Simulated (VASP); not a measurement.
# Al in VASP: a series of runs, part 2 of 2

VASP 6.6.1.

## 3. Single point, LDA

INCAR

```
ALGO     = Fast           # electronic algorithm
DIPOL    = 0.5 0.5 0.500
EDIFF    = 1E-6           # SCF threshold, eV
ENCUT    = 520            # plane-wave cutoff, eV
GGA      = CA             # functional
IDIPOL   = 3            
ISIF     = 2              # what is computed and relaxed
ISMEAR   = 0              # smearing method
LASPH    = True           # aspherical terms in the spheres
LCHARG   = False          # write CHGCAR
LDIPOL   = True         
LREAL    = False          # projectors in reciprocal space
LWAVE    = False          # write WAVECAR
NBANDS   = 26             # bands
NELM     = 80             # most SCF steps
PREC     = Accurate       # precision mode
SIGMA    = 0.1            # smearing width, eV
```

KPOINTS

```
k-points
0
Gamma
  12 9 1
```

POSCAR

```
Al
1.0
    2.8168441069      0.0000000000      0.0000000000
    0.0000000000      3.9836191391      0.0000000000
    0.0000000000      0.0000000000     27.6757984811
Al
10
Direct
    0.5000000000      0.5000000000      0.2719323210
    0.0000000000      0.0000000000      0.3192106902
    0.5000000000      0.5000000000      0.3724093008
    0.0000000000      0.0000000000      0.4219276762
    0.5000000000      0.5000000000      0.4739521186
    0.0000000000      0.0000000000      0.5260479065
    0.5000000000      0.5000000000      0.5780723265
    0.0000000000      0.0000000000      0.6275907237
    0.5000000000      0.5000000000      0.6807893020
    0.0000000000      0.0000000000      0.7280676345
```

Potentials or basis: VASP PAW LDA potentials, release 64 (Al).

Started as:

```
> cat potpaw_LDA.64/Al/POTCAR > POTCAR
> mpirun -np 1 vasp_std > vasp.out
```

OUTCAR:

```text
EDIFF = 1E-6
   ENCUT = 520
   GGA = CA
   ISIF = 2
   ISMEAR = 0
   LASPH = True
   LREAL = False
   NELM = 80
   PREC = Accurate

 ion  position               nearest neighbor table
   1  0.500  0.500  0.272-   2 2.77   2 2.77   2 2.77   2 2.77   3 2.78
   2  0.000  0.000  0.319-   1 2.77   1 2.77   1 2.77   1 2.77   4 2.84   3 2.85   3 2.85   3 2.85
                             3 2.85
   3  0.500  0.500  0.372-   1 2.78   4 2.80   4 2.80   4 2.80   4 2.80   5 2.81   2 2.85   2 2.85
                             2 2.85   2 2.85
   4  0.000  0.000  0.422-   3 2.80   3 2.80   3 2.80   3 2.80   5 2.83   5 2.83   5 2.83   5 2.83
                             2 2.84   6 2.88
   5  0.500  0.500  0.474-   3 2.81   4 2.83   4 2.83   4 2.83   4 2.83   6 2.83   6 2.83   6 2.83
                             6 2.83   7 2.88
   6  0.000  0.000  0.526-   8 2.81   7 2.83   7 2.83   7 2.83   7 2.83   5 2.83   5 2.83   5 2.83
                             5 2.83   4 2.88
   7  0.500  0.500  0.578-   8 2.80   8 2.80   8 2.80   8 2.80   6 2.83   6 2.83   6 2.83   6 2.83
                             9 2.84   5 2.88
   8  0.000  0.000  0.628-  10 2.78   7 2.80   7 2.80   7 2.80   7 2.80   6 2.81   9 2.85   9 2.85
                             9 2.85   9 2.85
   9  0.500  0.500  0.681-  10 2.77  10 2.77  10 2.77  10 2.77   7 2.84   8 2.85   8 2.85   8 2.85
                             8 2.85
  10  0.000  0.000  0.728-   9 2.77   9 2.77   9 2.77   9 2.77   8 2.78

  LATTYP: Found a simple orthorhombic cell.
 ALAT       =     2.8168441069
 B/A-ratio  =     1.4142135624
 C/A-ratio  =     9.8251083236

  Lattice vectors:

 A1 = (   2.8168441069,   0.0000000000,   0.0000000000)
 A2 = (   0.0000000000,   3.9836191391,   0.0000000000)
 A3 = (   0.0000000000,   0.0000000000,  27.6757984811)

Analysis of symmetry for initial positions (statically):
=====================================================================
 Subroutine PRICEL returns:
 Original cell was already a primitive cell.

 Routine SETGRP: Setting up the symmetry group for a
 simple orthorhombic supercell.

[... 175 lines left out ...]

 dipolmoment           0.000000      0.000000      0.000000 electrons x Angstroem

 number of electron      30.0000001 magnetization

 dipolmoment           0.000000      0.000000     -0.000000 electrons x Angstroem

 Free energy of the ion-electron system (eV)
  ---------------------------------------------------
  ext. energy  EPLUGINS =         0.00000000
  ---------------------------------------------------
  free energy    TOTEN  =       -40.29835350 eV

  energy without entropy =      -40.27402619  energy(sigma->0) =      -40.28618984

 E-fermi :   2.1693     XC(G=0):  -6.1413

 val. band max:        2.1632631639   @ k =   0.4167   0.4444   0.0000
 cond. band min:       2.1890419804   @ k =   0.0833   0.0000   0.0000
 fundamental gap:      0.0257788166
 Fermi energy:         2.1692746287

 k-point     1 :       0.0000    0.0000    0.0000
  band No.  band energies     occupation
      1      -9.0155      2.00000
      2      -8.5624      2.00000
      3      -7.7159      2.00000
      4      -6.6369      2.00000
      5      -5.2217      2.00000
      6      -3.5672      2.00000
[... 685 lines left out ...]
     25       7.3375      0.00000
     26       7.8087      0.00000

 [... further k-points ...]

------------------------ aborting loop because EDIFF is reached ----------------------------------------

 vacuum level on the upper side and lower side of the slab       (xc-potential included)        -0.138        -0.138

  FORCE on cell =-STRESS in cart. coord.  units (eV):
  Direction    XX          YY          ZZ          XY          YZ          ZX
  --------------------------------------------------------------------------------------
  -------------------------------------------------------------------------------------
  Total       -1.5554285     -2.5258396      0.0380426      0.0000000      0.0000000      0.0000000
  in kB       -8.0245346    -13.0309346      0.1962639      0.0000000      0.0000000      0.0000000
  external PRESSURE =      -6.9530684 kB  Pullay stress =       0.0000000 kB

 VOLUME and BASIS-vectors are now :
 -----------------------------------------------------------------------------
  energy-cutoff  :      520.00
  volume of cell :      310.56
      direct lattice vectors                 reciprocal lattice vectors
     2.816844107  0.000000000  0.000000000     0.355007222  0.000000000  0.000000000
     0.000000000  3.983619139  0.000000000     0.000000000  0.251028014  0.000000000
     0.000000000  0.000000000 27.675798481     0.000000000  0.000000000  0.036132652

 POSITION                                       TOTAL-FORCE (eV/Angst)
 -----------------------------------------------------------------------------------
      1.40842      1.99181      7.52594         0.000000      0.000000     -0.002601
      0.00000      0.00000      8.83441         0.000000      0.000000      0.002500
      1.40842      1.99181     10.30672         0.000000      0.000000     -0.003628
      0.00000      0.00000     11.67719         0.000000      0.000000     -0.006290
      1.40842      1.99181     13.11700         0.000000      0.000000      0.011134
      0.00000      0.00000     14.55880         0.000000      0.000000     -0.011134
      1.40842      1.99181     15.99861         0.000000      0.000000      0.006290
      0.00000      0.00000     17.36907         0.000000      0.000000      0.003628
      1.40842      1.99181     18.84139         0.000000      0.000000     -0.002500
      0.00000      0.00000     20.14985         0.000000      0.000000      0.002601
 -----------------------------------------------------------------------------------
    total drift:                               -0.000000      0.000000     -0.000007

  FREE ENERGIE OF THE ION-ELECTRON SYSTEM (eV)
  ---------------------------------------------------
  free  energy   TOTEN  =       -40.2983534971 eV

  energy  without entropy=      -40.2740261919  energy(sigma->0) =      -40.28618984

 vacuum level on the upper side and lower side of the slab         6.322         6.322
```

It took 8.3 min on 1 thread of Intel Xeon 6975P-C, shared host; peak memory 0.4 GiB.

Results:

- Free energy: -40.2984 eV
- Largest force: 0.011 eV/Å
- Band gap on the k mesh: zero (band 15 reaches 3.62 eV, above the bottom of band 16 at 0.46 eV)

Forces on the atoms (eV/Å):
```
Al   0.000  0.000 -0.003
Al   0.000  0.000  0.003
Al   0.000  0.000 -0.004
Al   0.000  0.000 -0.006
Al   0.000  0.000  0.011
Al   0.000  0.000 -0.011
Al   0.000  0.000  0.006
Al   0.000  0.000  0.004
Al   0.000  0.000 -0.003
Al   0.000  0.000  0.003
```
